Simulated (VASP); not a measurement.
**Zr12C (a cell with a defect): single point with PBE**

System: Zr12C (a cell with a defect).

```
Zr C
1.0
     6.46000    0.00000    0.00000
    -4.84500    8.39179    0.00000
     0.00000    0.00000    5.14539
Zr C
12 1
Direct
  0.00363 0.00491 0.99798
  0.16797 0.22351 0.50162
  0.99823 0.33020 0.99721
  0.16648 0.55575 0.49838
  0.00277 0.66704 0.99755
  0.16866 0.88864 0.50137
  0.50028 0.99992 0.00092
  0.66880 0.22575 0.50300
  0.49869 0.33218 0.99857
  0.66322 0.55085 0.50185
  0.49778 0.66677 0.99870
  0.66396 0.88841 0.50263
  0.33407 0.77865 0.24958
```

| Quantity | Value |
| --- | --- |
| Program | VASP 6.6.1 |
| Task | single point |
| Functional | PBE |
| Potentials or basis | VASP PAW PBE potentials, release 64 (Zr_sv, C) |
| Cutoff | 520 eV |
| k mesh | 3 × 2 × 3 |
| Occupations | fermi-dirac, width 0.1 eV |
| Spin | no spin polarisation |
| Dipole correction | no |
| Further INCAR settings | ALGO = Normal; EDIFF = 1e-07; NBANDS = 86 |

```json
{
  "Pressure": "3.7 GPa",
  "Largest force": "0.075 eV/Å",
  "Band gap on the k mesh": "zero (bands 74 and 75 overlap by 0.30 eV)"
}
```

Forces in eV/Å, atoms in the order of the input:
```
Zr   0.002  0.007 -0.023
Zr   0.018  0.011  0.018
Zr   0.018  0.022 -0.036
Zr   0.003  0.009  0.010
Zr  -0.010  0.015 -0.004
Zr  -0.019 -0.002 -0.004
Zr  -0.001  0.039 -0.030
Zr  -0.019 -0.028  0.035
Zr  -0.018 -0.012 -0.016
Zr  -0.003 -0.010  0.024
Zr   0.015  0.019  0.003
Zr   0.018  0.002  0.004
C   -0.004 -0.072  0.019
```

Stress tensor (GPa, compression positive):
```
 3.58  0.00 -0.04
 0.00  3.66 -0.06
-0.04 -0.06  3.90
```

Levels at points of the mesh, in eV from the Fermi level:
```tsv
k point	band 72	band 73	band 74	band 75	band 76	band 77
(0.00, 0.00, 0.00)	-0.25	-0.20	0.36	0.56	0.77	0.86
(0.00, 0.50, 0.00)	-0.05	0.01	0.02	0.15	0.36	0.58
```

Wall time 12 min on 1 thread of Intel Xeon 8259CL, on a shared host, peak memory 0.43 GiB.

Caveat: the k points lie up to 0.41 Å⁻¹ apart.
